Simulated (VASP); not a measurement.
# WS2 (P6_3/mmc) in VASP: a series of runs

The runs below take WS2 through single point, with PBEsol+U.

All numbers are computed with VASP 6.6.1; they aren't measurements. Logs are shortened: lines on timing, memory, paths and dates and some standing lists are left out, and cuts for length are marked.

## (1) The cell of the first run

The structure is hexagonal, space group P6_3/mmc (No. 194). Conventional cell: a = 3.180 Å, b = 3.180 Å, c = 12.500 Å, α = 90.00°, β = 90.00°, γ = 120.00°. Within 3.2 Å of W (site symmetry -6m2) lie 6 S at 2.45 Å and 6 W at 3.18 Å. Within 3.2 Å of S (site symmetry 3m) lie 3 W at 2.45 Å and 6 S at 3.18 Å.

## (2) Single point, PBEsol+U, collinear spin, antiferromagnetic start

Input file INCAR:

```
SYSTEM = WS2
PREC = Accurate
ENCUT = 520
EDIFF = 1E-6
ISMEAR = 0
SIGMA = 0.05
LREAL = .False.
LASPH = .True.
NELM = 150
ALGO = Normal
ISIF = 2
LWAVE = .False.
LCHARG = .False.
ISPIN = 2
MAGMOM = 1.41 -1.41 0.14 -0.14 0.14 -0.14
LORBIT = 11
LMAXMIX = 4
LDAU = .True.
LDAUTYPE = 2
LDAUL = 2 -1
LDAUU = 8 0
LDAUJ = 0 0
LDAUPRINT = 1
GGA = PS
NBANDS = 39
```

Input file KPOINTS:

```
Automatic mesh
0
Gamma
  7 7 2
  0 0 0
```

Input file POSCAR:

```
WS2
1.0
    3.1799994900      0.0000000000      0.0000000000
   -1.5899997400      2.7539603400      0.0000000000
    0.0000000000      0.0000000000     12.4999993200
W S
2 4
Direct
    0.3333333333      0.6666666667      0.2500000000
    0.6666666667      0.3333333333      0.7500000000
    0.3333333333      0.6666666667      0.6200000000
    0.6666666667      0.3333333333      0.1200000000
    0.3333333333      0.6666666667      0.8800000000
    0.6666666667      0.3333333333      0.3800000000
```

Potentials or basis: VASP PAW PBE potentials, release 64 (W_sv, S).

Launch:

```
$ cat potpaw_PBE.64/W_sv/POTCAR potpaw_PBE.64/S/POTCAR > POTCAR
$ mpirun -np 1 vasp_std > vasp.out
```

OUTCAR:

```text
SYSTEM = WS2
   PREC = Accurate
   ENCUT = 520
   EDIFF = 1E-6
   ISMEAR = 0
   LREAL = .False.
   LASPH = .True.
   NELM = 150
   ISIF = 2
   ISPIN = 2
   LORBIT = 11
   GGA = PS

 ion  position               nearest neighbor table
   1  0.333  0.667  0.250-   4 2.45   6 2.45   4 2.45   6 2.45   4 2.45   6 2.45
   2  0.667  0.333  0.750-   3 2.45   5 2.45   3 2.45   5 2.45   3 2.45   5 2.45
   3  0.333  0.667  0.620-   2 2.45   2 2.45   2 2.45
   4  0.667  0.333  0.120-   1 2.45   1 2.45   1 2.45
   5  0.333  0.667  0.880-   2 2.45   2 2.45   2 2.45
   6  0.667  0.333  0.380-   1 2.45   1 2.45   1 2.45

  LATTYP: Found a hexagonal cell.
 ALAT       =     3.1799994900
 C/A-ratio  =     3.9308180266

  Lattice vectors:

 A1 = (   3.1799994900,   0.0000000000,   0.0000000000)
 A2 = (  -1.5899997400,   2.7539603400,   0.0000000000)
 A3 = (   0.0000000000,   0.0000000000,  12.4999993200)

Analysis of symmetry for initial positions (statically):
=====================================================================
 Subroutine PRICEL returns:
 Original cell was already a primitive cell.

 Routine SETGRP: Setting up the symmetry group for a
 hexagonal supercell.

 Subroutine GETGRP returns: Found 24 space group operations
 (whereof 12 operations were pure point group operations)
 out of a pool of 24 trial point group operations.

The static configuration has the point symmetry D_3d.
 The point group associated with its full space group is D_6h.

Analysis of symmetry for dynamics (positions and initial velocities):
=====================================================================
 Subroutine PRICEL returns:
 Original cell was already a primitive cell.

 Routine SETGRP: Setting up the symmetry group for a
 hexagonal supercell.

 Subroutine GETGRP returns: Found 24 space group operations
 (whereof 12 operations were pure point group operations)
 out of a pool of 24 trial point group operations.

The dynamic configuration has the point symmetry D_3d.
 The point group associated with its full space group is D_6h.

Analysis of structural, dynamic, and magnetic symmetry:
=====================================================================
 Subroutine PRICEL returns:
 Original cell was already a primitive cell.

 Routine SETGRP: Setting up the symmetry group for a
 hexagonal supercell.

 Subroutine GETGRP returns: Found 24 space group operations
 (whereof 12 operations were pure point group operations)
 out of a pool of 24 trial point group operations.

The overall configuration has the point symmetry D_3d.
 The point group associated with its full space group is D_6h.

 Subroutine INISYM returns: Found 24 space group operations
 (whereof 12 operations are pure point group operations),
 and found     1 'primitive' translations

----------------------------------------------------------------------------------------

                                     Primitive cell

  volume of cell :     109.4699

  direct lattice vectors                    reciprocal lattice vectors
     3.179999490  0.000000000  0.000000000     0.314465459  0.181556717  0.000000000
    -1.589999740  2.753960340  0.000000000     0.000000000  0.363113435  0.000000000
     0.000000000  0.000000000 12.499999320     0.000000000  0.000000000  0.080000004

  length of vectors
     3.179999490  3.179999485 12.499999320     0.363113435  0.363113435  0.080000004

[... 150 lines left out ...]
  o =  0.3121  v =  0.0349 -0.0000  0.0000 -0.0000  0.9994  0.0000  0.0000  0.0000  0.0000  0.0000      0.0000  0.0000  0.0000  0.0000  0.0000  0.0000  0.0000  0.0000  0.0000  0.0000
  o =  0.3121  v = -0.9994 -0.0000 -0.0000 -0.0000  0.0349  0.0000  0.0000  0.0000  0.0000  0.0000      0.0000  0.0000  0.0000  0.0000  0.0000  0.0000  0.0000  0.0000  0.0000  0.0000
  o =  0.3121  v =  0.0000  0.0000  0.0000  0.0000  0.0000  0.0346  0.0000  0.0000  0.0000  0.9994      0.0000  0.0000  0.0000  0.0000  0.0000  0.0000  0.0000  0.0000  0.0000  0.0000
  o =  0.3121  v =  0.0000  0.0000  0.0000  0.0000  0.0000  0.9994 -0.0000  0.0000 -0.0000 -0.0346      0.0000  0.0000  0.0000  0.0000  0.0000  0.0000  0.0000  0.0000  0.0000  0.0000
  o =  0.3589  v =  0.0000  0.0000  0.0000  0.0000  0.0000 -0.0000  0.0000  1.0000  0.0000 -0.0000      0.0000  0.0000  0.0000  0.0000  0.0000  0.0000  0.0000  0.0000  0.0000  0.0000
  o =  0.3589  v = -0.0000  0.0000  1.0000 -0.0000 -0.0000  0.0000  0.0000  0.0000  0.0000  0.0000      0.0000  0.0000  0.0000  0.0000  0.0000  0.0000  0.0000  0.0000  0.0000  0.0000

atom =   2  type =  1  l = 2

 onsite density matrix

spin component  1

  0.3121  0.0000 -0.0000 -0.0000 -0.0000
  0.0000  0.2901 -0.0000  0.0000  0.0000
 -0.0000 -0.0000  0.3589  0.0000 -0.0000
 -0.0000  0.0000  0.0000  0.2901  0.0000
 -0.0000  0.0000 -0.0000  0.0000  0.3121

spin component  2

  0.3121 -0.0000 -0.0000  0.0000 -0.0000
 -0.0000  0.2901  0.0000  0.0000 -0.0000
 -0.0000  0.0000  0.3589 -0.0000 -0.0000
  0.0000  0.0000 -0.0000  0.2901 -0.0000
 -0.0000 -0.0000 -0.0000 -0.0000  0.3121

 occupancies and eigenvectors

  o =  0.2901  v = -0.0000  0.8447 -0.0000 -0.5352  0.0000  0.0000  0.0000  0.0000  0.0000  0.0000      0.0000  0.0000  0.0000  0.0000  0.0000  0.0000  0.0000  0.0000  0.0000  0.0000
  o =  0.2901  v = -0.0000 -0.5352  0.0000 -0.8447 -0.0000  0.0000  0.0000  0.0000  0.0000  0.0000      0.0000  0.0000  0.0000  0.0000  0.0000  0.0000  0.0000  0.0000  0.0000  0.0000
  o =  0.2901  v =  0.0000  0.0000  0.0000  0.0000  0.0000 -0.0000 -0.8447  0.0000  0.5352  0.0000      0.0000  0.0000  0.0000  0.0000  0.0000  0.0000  0.0000  0.0000  0.0000  0.0000
  o =  0.2901  v =  0.0000  0.0000  0.0000  0.0000  0.0000  0.0000 -0.5352  0.0000 -0.8447  0.0000      0.0000  0.0000  0.0000  0.0000  0.0000  0.0000  0.0000  0.0000  0.0000  0.0000
  o =  0.3121  v =  0.0000  0.0000  0.0000  0.0000  0.0000  0.1365  0.0000  0.0000 -0.0000  0.9906      0.0000  0.0000  0.0000  0.0000  0.0000  0.0000  0.0000  0.0000  0.0000  0.0000
  o =  0.3121  v =  0.0000  0.0000  0.0000  0.0000  0.0000  0.9906 -0.0000  0.0000  0.0000 -0.1365      0.0000  0.0000  0.0000  0.0000  0.0000  0.0000  0.0000  0.0000  0.0000  0.0000
  o =  0.3121  v =  0.0165 -0.0000  0.0000  0.0000  0.9999  0.0000  0.0000  0.0000  0.0000  0.0000      0.0000  0.0000  0.0000  0.0000  0.0000  0.0000  0.0000  0.0000  0.0000  0.0000
  o =  0.3121  v = -0.9999 -0.0000 -0.0000  0.0000  0.0165  0.0000  0.0000  0.0000  0.0000  0.0000      0.0000  0.0000  0.0000  0.0000  0.0000  0.0000  0.0000  0.0000  0.0000  0.0000
  o =  0.3589  v = -0.0000  0.0000  1.0000  0.0000 -0.0000  0.0000  0.0000  0.0000  0.0000  0.0000      0.0000  0.0000  0.0000  0.0000  0.0000  0.0000  0.0000  0.0000  0.0000  0.0000
  o =  0.3589  v =  0.0000  0.0000  0.0000  0.0000  0.0000 -0.0000  0.0000  1.0000 -0.0000 -0.0000      0.0000  0.0000  0.0000  0.0000  0.0000  0.0000  0.0000  0.0000  0.0000  0.0000

 number of electron      52.0000007 magnetization       0.0000000

 Free energy of the ion-electron system (eV)
  ---------------------------------------------------
  ext. energy  EPLUGINS =         0.00000000
  ---------------------------------------------------
  free energy    TOTEN  =       -32.80717406 eV

  energy without entropy =      -32.80717406  energy(sigma->0) =      -32.80717406

 E-fermi :   7.4345     XC(G=0): -11.0388

 val. band max:        7.1282957630   @ k =   0.0000   0.0000   0.0000
 cond. band min:       8.2596491142   @ k =   0.1429   0.1429   0.0000
 fundamental gap:      1.1313533512
 Fermi energy:         7.4345174070

 spin component 1

 k-point     1 :       0.0000    0.0000    0.0000
  band No.  band energies     occupation
      1     -68.6795      1.00000
      2     -68.6794      1.00000
      3     -32.7852      1.00000
      4     -32.7851      1.00000
      5     -32.6743      1.00000
      6     -32.6743      1.00000
[... 645 lines left out ...]
     37      14.0381      0.00000
     38      14.0381      0.00000
 Fermi energy:         7.4345174070

 spin component 2

 k-point     1 :       0.0000    0.0000    0.0000
  band No.  band energies     occupation
      1     -68.6795      1.00000
      2     -68.6794      1.00000
      3     -32.7852      1.00000
      4     -32.7851      1.00000
      5     -32.6743      1.00000
      6     -32.6743      1.00000
[... 645 lines left out ...]
     37      14.0381      0.00000
     38      14.0381      0.00000
 [bands above 38 left out]

------------------------ aborting loop because EDIFF is reached ----------------------------------------

  FORCE on cell =-STRESS in cart. coord.  units (eV):
  Direction    XX          YY          ZZ          XY          YZ          ZX
  --------------------------------------------------------------------------------------
  -------------------------------------------------------------------------------------
  Total       -0.3335417     -0.3335417     -2.9709740     -0.0000000      0.0000000     -0.0000000
  in kB       -4.8816424     -4.8816424    -43.4825209     -0.0000000      0.0000000     -0.0000000
  external PRESSURE =     -17.7486019 kB  Pullay stress =       0.0000000 kB

 VOLUME and BASIS-vectors are now :
 -----------------------------------------------------------------------------
  energy-cutoff  :      520.00
  volume of cell :      109.47
      direct lattice vectors                 reciprocal lattice vectors
     3.179999490  0.000000000  0.000000000     0.314465459  0.181556717  0.000000000
    -1.589999740  2.753960340  0.000000000     0.000000000  0.363113435  0.000000000
     0.000000000  0.000000000 12.499999320     0.000000000  0.000000000  0.080000004

 POSITION                                       TOTAL-FORCE (eV/Angst)
 -----------------------------------------------------------------------------------
      0.00000      1.83597      3.12500        -0.000000      0.000000     -0.000000
      1.59000      0.91799      9.37500         0.000000     -0.000000     -0.000000
      0.00000      1.83597      7.75000         0.000000     -0.000000      0.541898
      1.59000      0.91799      1.50000        -0.000000      0.000000      0.541898
      0.00000      1.83597     11.00000         0.000000     -0.000000     -0.541898
      1.59000      0.91799      4.75000        -0.000000      0.000000     -0.541898
 -----------------------------------------------------------------------------------
    total drift:                               -0.000000      0.000000     -0.000000

  FREE ENERGIE OF THE ION-ELECTRON SYSTEM (eV)
  ---------------------------------------------------
  free  energy   TOTEN  =       -32.8071740618 eV

  energy  without entropy=      -32.8071740618  energy(sigma->0) =      -32.80717406

 total charge

# of ion       s       p       d       tot
------------------------------------------
    1        2.342   6.332   3.078  11.752
    2        2.342   6.332   3.078  11.752
    3        1.354   2.342   0.000   3.696
    4        1.354   2.342   0.000   3.696
    5        1.354   2.342   0.000   3.696
    6        1.354   2.342   0.000   3.696
--------------------------------------------------
tot         10.099  22.033   6.156  38.288

 magnetization (x)

# of ion       s       p       d       tot
------------------------------------------
    1        0.000  -0.000   0.000   0.000
    2       -0.000   0.000  -0.000  -0.000
    3       -0.000  -0.000   0.000  -0.000
    4        0.000   0.000   0.000   0.000
    5       -0.000  -0.000   0.000  -0.000
    6        0.000   0.000   0.000   0.000
--------------------------------------------------
tot          0.000   0.000   0.000   0.000
```

Wall time 5.5 min (1 thread of AMD EPYC 7R13, shared host); peak memory 0.28 GiB.

What came out:

```
Free energy                                           : -32.8072 eV
Pressure                                              : -1.8 GPa
Largest force                                         : 0.542 eV/Å
Band gap on the k mesh                                : 1.13 eV, indirect (least direct gap 2.17 eV)
Net moment                                            : 0.00 μB per cell
Valence electrons inside the program's atomic spheres : W 11.75; S 3.70
```

Forces in eV/Å, atoms in the order of the input:
```
W    0.000  0.000  0.000
W    0.000  0.000  0.000
S    0.000  0.000  0.542
S    0.000  0.000  0.542
S    0.000  0.000 -0.542
S    0.000  0.000 -0.542
```

Stress tensor (GPa, compression positive):
```
-0.49  0.00  0.00
 0.00 -0.49  0.00
 0.00  0.00 -4.35
```

Eigenvalues of the final occupation matrices:
```
    site  spin  trace               eigenvalues
site 1 d     1   1.56  0.29 0.29 0.31 0.31 0.36
site 1 d     2   1.56  0.29 0.29 0.31 0.31 0.36
site 2 d     1   1.56  0.29 0.29 0.31 0.31 0.36
site 2 d     2   1.56  0.29 0.29 0.31 0.31 0.36
```

Caveat: the PAW data sets were made with another functional, which shifts forces and pressure a little; spin-orbit coupling is left out, which moves the levels of the heavy elements; this functional lacks dispersion, which binds the layers, so the pressure and a relaxed spacing across them are unreliable.

## (3) Single point, PBEsol+U, collinear spin, ferromagnetic start

Input file INCAR:

```
SYSTEM = WS2
ALGO = Normal ; EDIFF = 1E-6
ENCUT = 520 ; GGA = PS
ISIF = 2 ; ISMEAR = 0
ISPIN = 2 ; LASPH = .True.
LCHARG = .False. ; LDAU = .True.
LDAUJ = 0 0 ; LDAUL = 2 -1
LDAUPRINT = 1 ; LDAUTYPE = 2
LDAUU = 8 0 ; LMAXMIX = 4
LORBIT = 11 ; LREAL = .False.
LWAVE = .False. ; MAGMOM = 2 2 0 0 0 0
NBANDS = 39 ; NELM = 150
PREC = Accurate ; SIGMA = 0.05
```

Input file KPOINTS:

```
k-points
0
Gamma
  7 7 2
  0 0 0
```

POSCAR is that of step 2.

Potentials or basis: VASP PAW PBE potentials, release 64 (W_sv, S).

Launch:

```
$ cat potpaw_PBE.64/W_sv/POTCAR potpaw_PBE.64/S/POTCAR > POTCAR
$ mpirun -np 1 vasp_std > vasp.out
```

Run time: 5.3 min. Hardware: 1 thread of AMD EPYC 7R13, shared host; peak memory 0.28 GiB.

It converged, with:

| Item | Value |
| --- | --- |
| Free energy | -32.8072 eV |
| Pressure | -1.8 GPa |
| Largest force | 0.542 eV/Å |
| Band gap on the k mesh | 1.13 eV, indirect (least direct gap 2.17 eV) |
| Net moment | 0.00 μB per cell |
| Valence electrons inside the program's atomic spheres | W 11.75; S 3.70 |

Forces on the atoms (eV/Å):
```
W    0.000  0.000  0.000
W    0.000  0.000  0.000
S    0.000  0.000  0.542
S    0.000  0.000  0.542
S    0.000  0.000 -0.542
S    0.000  0.000 -0.542
```

Stress tensor (GPa, compression positive):
```
-0.49  0.00  0.00
 0.00 -0.49  0.00
 0.00  0.00 -4.35
```

Levels at points of the mesh, in eV from the valence-band top:
Spin up:
| k point | band 23 | band 24 | band 25 | band 26 | band 27 | band 28 | band 29 | band 30 |
| --- | --- | --- | --- | --- | --- | --- | --- | --- |
| (0.00, 0.00, 0.00) | -1.59 | -1.51 | -1.17 | 0.00 | 2.39 | 2.39 | 2.57 | 2.57 |
| (0.00, 0.00, 0.50) | -1.63 | -1.63 | -0.30 | -0.30 | 2.47 | 2.47 | 2.47 | 2.47 |
Spin down:
```
           k point  band 22  band 23  band 24  band 25  band 26  band 27  band 28  band 29  band 30  band 31
(0.00, 0.00, 0.00)    -1.59    -1.59    -1.51    -1.17     0.00     2.39     2.39     2.57     2.57     2.59
(0.00, 0.00, 0.50)    -1.63    -1.63    -1.63    -0.30    -0.30     2.47     2.47     2.47     2.47     2.60
```

Eigenvalues of the final occupation matrices:
| site | spin | trace | eigenvalues |
| --- | --- | --- | --- |
| site 1 d | 1 | 1.56 | 0.29 0.29 0.31 0.31 0.36 |
| site 1 d | 2 | 1.56 | 0.29 0.29 0.31 0.31 0.36 |
| site 2 d | 1 | 1.56 | 0.29 0.29 0.31 0.31 0.36 |
| site 2 d | 2 | 1.56 | 0.29 0.29 0.31 0.31 0.36 |

Caveat: the PAW data sets were made with another functional, which shifts forces and pressure a little; spin-orbit coupling is left out, which moves the levels of the heavy elements; this functional lacks dispersion, which binds the layers, so the pressure and a relaxed spacing across them are unreliable.

## (4) Single point, PBEsol+U, collinear spin, ferrimagnetic start

Input file INCAR:

```
SYSTEM = WS2
ALGO = Normal ; EDIFF = 1E-6
ENCUT = 520 ; GGA = PS
ISIF = 2 ; ISMEAR = 0
ISPIN = 2 ; LASPH = .True.
LCHARG = .True. ; LDAU = .True.
LDAUJ = 0 0 ; LDAUL = 2 -1
LDAUPRINT = 1 ; LDAUTYPE = 2
LDAUU = 8 0 ; LELF = .True.
LMAXMIX = 4 ; LORBIT = 11
LREAL = .False. ; LVHAR = .True.
LWAVE = .False. ; MAGMOM = 1.72 -0.09 0.07 -0.23 0.07 -0.23
NBANDS = 39 ; NELM = 150
PREC = Accurate ; SIGMA = 0.05
```

KPOINTS is that of step 3.

POSCAR is that of step 3.

Launch:

```
$ cat potpaw_PBE.64/W_sv/POTCAR potpaw_PBE.64/S/POTCAR > POTCAR
$ mpirun -np 1 vasp_std > vasp.out
```

It took 5.4 min on 1 thread of AMD EPYC 7R13, shared host; peak memory 0.28 GiB.

Results (log left out):

```
Free energy                                           : -32.8072 eV
Pressure                                              : -1.8 GPa
Largest force                                         : 0.542 eV/Å
Band gap on the k mesh                                : 1.13 eV, indirect (least direct gap 2.17 eV)
Net moment                                            : 0.00 μB per cell
Valence electrons inside the program's atomic spheres : W 11.75; S 3.70
```

Forces on the atoms (eV/Å):
```
W    0.000  0.000  0.000
W    0.000  0.000  0.000
S    0.000  0.000  0.542
S    0.000  0.000  0.542
S    0.000  0.000 -0.542
S    0.000  0.000 -0.542
```

Stress tensor (GPa, compression positive):
```
-0.49  0.00  0.00
 0.00 -0.49  0.00
 0.00  0.00 -4.35
```

Levels at points of the mesh, in eV from the valence-band top:
Spin up:
```
           k point  band 22  band 23  band 24  band 25  band 26  band 27  band 28  band 29  band 30  band 31
(0.00, 0.00, 0.00)    -1.59    -1.59    -1.51    -1.17     0.00     2.39     2.39     2.57     2.57     2.59
(0.00, 0.00, 0.50)    -1.63    -1.63    -1.63    -0.30    -0.30     2.47     2.47     2.47     2.47     2.60
```
Spin down:
```
           k point  band 24  band 25  band 26  band 27  band 28  band 29
(0.00, 0.00, 0.00)    -1.51    -1.17     0.00     2.39     2.39     2.57
(0.00, 0.00, 0.50)    -1.63    -0.30    -0.30     2.47     2.47     2.47
```

Eigenvalues of the final occupation matrices:
```csv
site,spin,trace,eigenvalues
site 1 d,1,1.56,0.29 0.29 0.31 0.31 0.36
site 1 d,2,1.56,0.29 0.29 0.31 0.31 0.36
site 2 d,1,1.56,0.29 0.29 0.31 0.31 0.36
site 2 d,2,1.56,0.29 0.29 0.31 0.31 0.36
```

Caveat: the PAW data sets were made with another functional, which shifts forces and pressure a little; spin-orbit coupling is left out, which moves the levels of the heavy elements; this functional lacks dispersion, which binds the layers, so the pressure and a relaxed spacing across them are unreliable.

## (5) Overview

```tsv
spin	gap on the mesh (eV)	pressure (GPa)	moment (μB)	largest force (eV/Å)
collinear, antiferromagnetic start	1.13	-1.8	0.00	0.54
collinear, ferromagnetic start	1.13	-1.8	0.00	0.54
collinear, ferrimagnetic start	1.13	-1.8	0.00	0.54
```

Alike in all rows: task single point; level PBEsol+U; potentials or basis VASP PAW PBE potentials, release 64 (W_sv, S); W d U = 8.0 eV; cell as given; k mesh 7 × 7 × 2; cutoff (eV) 520; smearing gaussian 0.05 eV.

On the cell as given the gap runs from 1.13 eV (PBEsol+U) to 1.13 eV (PBEsol+U).

Caveats: the PAW data sets were made with another functional, which shifts forces and pressure a little; spin-orbit coupling is left out, which moves the levels of the heavy elements; this functional lacks dispersion, which binds the layers, so the pressure and a relaxed spacing across them are unreliable.

Total energies depend on the potentials used, so only differences within one code and one set of settings carry meaning.
